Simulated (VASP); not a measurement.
Wanted: the native input for a VASP 6.6.1 run.

| Item | Value |
| --- | --- |
| Task | relaxation of the atoms |
| Functional | r2SCAN |
| Potentials or basis | VASP PAW PBE potentials, release 64 (Cu, Pd) |
| Cutoff | 520 eV |
| k mesh | 9 × 9 × 9 |
| Occupations | fermi-dirac, width 0.1 eV |
| Spin | no spin polarisation |
| Dipole correction | no |
| Further INCAR settings | ALGO = Normal; EDIFF = 1e-06; IBRION = 2; EDIFFG = -0.01; NSW = 50 |

The system is Cu3Pd.

```xyz
4
Lattice="3.6511 0.0000 0.0000 0.0000 3.6511 0.0000 0.0000 0.0000 3.6511" Properties=species:S:1:pos:R:3 pbc="T T T"
Cu    0.0000    1.8256    1.8256
Cu    1.8256    0.0000    1.8256
Cu    1.8256    1.8256    0.0000
Pd    0.0000    0.0000    0.0000
```

The input as run:

POSCAR

```
Cu3Pd
1.0
    3.6511046700      0.0000000000      0.0000000000
    0.0000000000      3.6511046700      0.0000000000
    0.0000000000      0.0000000000      3.6511046700
Cu Pd
3 1
Direct
    0.0000000000      0.5000000000      0.5000000000
    0.5000000000      0.0000000000      0.5000000000
    0.5000000000      0.5000000000      0.0000000000
    0.0000000000      0.0000000000      0.0000000000
```

INCAR.step1

```
PREC = Accurate ; ENCUT = 520
ISMEAR = -1 ; SIGMA = 0.1
LREAL = F ; LASPH = T
NELM = 60 ; GGA = PE
ALGO = Normal ; EDIFF = 1E-4
LWAVE = T ; LCHARG = F
```

INCAR.step2

```
PREC = Accurate ; ENCUT = 520
EDIFF = 1E-6 ; ISMEAR = -1
SIGMA = 0.1 ; LREAL = F
LASPH = T ; NELM = 60
ALGO = Normal ; ISIF = 2
LWAVE = F ; LCHARG = F
METAGGA = R2SCAN ; LMIXTAU = T
IBRION = 2 ; NSW = 50
EDIFFG = -0.01 ; ISTART = 1
```

KPOINTS

```
regular mesh
0
Gamma
  9 9 9
```

Potentials or basis: VASP PAW PBE potentials, release 64 (Cu, Pd).

Run with:

```sh
$ cat potpaw_PBE.64/Cu/POTCAR potpaw_PBE.64/Pd/POTCAR > POTCAR
$ cp INCAR.step1 INCAR
$ mpirun -np 1 vasp_std > vasp.out
$ cp INCAR.step2 INCAR
$ mpirun -np 1 vasp_std > vasp.out
```

It gave:

- Pressure after relaxing: 4.1 GPa

Caveat: the relaxation stopped at its first step, so nothing moved; the PAW data sets were made with another functional, which shifts forces and pressure a little.

Run time: 2.1 min on 1 thread of Intel(R) Xeon(R) Platinum 8259CL CPU @ 2.50GHz (Skylake/Cascade Lake) (shared host), peak memory 0.19 GiB.
